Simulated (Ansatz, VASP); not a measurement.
# One calculation of Rb, two programs

```xyz
1
Lattice="-2.7218 2.7218 2.7639 2.7218 -2.7218 2.7639 2.7218 2.7218 -2.7639" Properties=species:S:1:pos:R:3 pbc="T T T"
Rb    0.0000    0.0000    0.0000
```

Change from the starting cell: strain -0.030 along x and y, -0.015 along z, atoms carried along.

Alike in both runs: task single point; functional PBEsol; k mesh 12 × 12 × 12; occupations gaussian, width 0.15 eV; no spin polarisation.

|  | VASP | Ansatz |
| --- | --- | --- |
| version | VASP 6.6.1 | Ansatz 0.2.0 |
| potentials or method | VASP PAW PBE potentials, release 64 (Rb_sv), cutoff 520 eV | scalar-relativistic, plane waves, PAW |
| valence electrons in the cell | 9 | 9 |

```csv
,VASP,Ansatz,Ansatz less VASP
gap on the k mesh at the Fermi level (eV),none,none,-
pressure (GPa),0.2,0.2,0.00
```

VASP's potentials were made for PBE, not for PBEsol. A gap of «none» marks a metal or a gap that the smearing closes.
